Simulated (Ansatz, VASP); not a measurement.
## One calculation of BAs, two programs

Contents of POSCAR:

```
BAs
1.0
    2.9570103300      0.0000000000      0.0000000000
    0.0000000000      2.9570103300      0.0000000000
    0.0000000000      0.0000000000      2.9570103300
B As
1 1
Direct
    0.5000000000      0.5000000000      0.5000000000
    0.0000000000      0.0000000000      0.0000000000
```

The input INCAR.step1:

```
  ALGO = Normal
  EDIFF = 1E-5
  ENCUT = 520
  GGA = PE
  ISIF = 2
  ISMEAR = -1
  LASPH = True
  LCHARG = False
  LREAL = False
  LWAVE = True
  NBANDS = 11
  NELM = 60
  PREC = Accurate
  SIGMA = 0.05
```

INCAR.step2

```
  AEXX = 0.5
  ALGO = Normal
  EDIFF = 1E-6
  ENCUT = 520
  ISIF = 2
  ISMEAR = -1
  ISTART = 1
  LASPH = True
  LCHARG = False
  LHFCALC = True
  LMIXTAU = True
  LREAL = False
  LWAVE = False
  METAGGA = R2SCAN
  NBANDS = 11
  NELM = 60
  PREC = Accurate
  PRECFOCK = Normal
  SIGMA = 0.05
```

KPOINTS

```
k-points
0
Gamma
  5 5 5
```

Contents of input.yaml:

```yaml
crystal:
  lattice:
    - [2.95701033, 0.0, 0.0]
    - [0.0, 2.95701033, 0.0]
    - [0.0, 0.0, 2.95701033]
  atoms:
    - { symbol: B, position: [0.5, 0.5, 0.5] }
    - { symbol: As, position: [0.0, 0.0, 0.0] }
hamiltonian:
  xc: r2scan50
  pseudopotentials: { kind: paw }
kpoints:
  mp_grid: { grid: [5, 5, 5] }
scf:
  occupations: { method: fermi_dirac, width: 0.05 }
output:
  forces: true
  stress: true
  eigenvalues: true
  write_density: true
  write_potential: true
  elf: true
  volumetric_format: npy
```

Alike in both runs: task single point; functional r2SCAN50; k mesh 5 × 5 × 5; occupations fermi-dirac, width 0.05 eV; no spin polarisation.

```csv
,VASP,Ansatz
version,VASP 6.6.1,Ansatz 0.2.0
potentials or method,"VASP PAW PBE potentials, release 64 (B, As)",Ansatz PAW
plane-wave cutoff (eV),520,500
valence electrons in the cell,8,18
```

Ansatz gave:

| Quantity | Value |
| --- | --- |
| gap on the k mesh at the Fermi level (eV) | none |
| pressure (GPa) | -12.3 |

**Question.** What did VASP give for the same quantities?

**Answer.** gap on the k mesh at the Fermi level (eV): none; pressure (GPa): -13.4.

VASP's potentials were made for PBE, not for r2SCAN50. A gap of «none» marks a metal or a gap that the smearing closes. VASP's potentials hold 8 valence electrons a cell and Ansatz's 18, so a difference there can come from the potentials and not from the codes.

The k mesh is coarse, so the values compare programs but aren't converged.
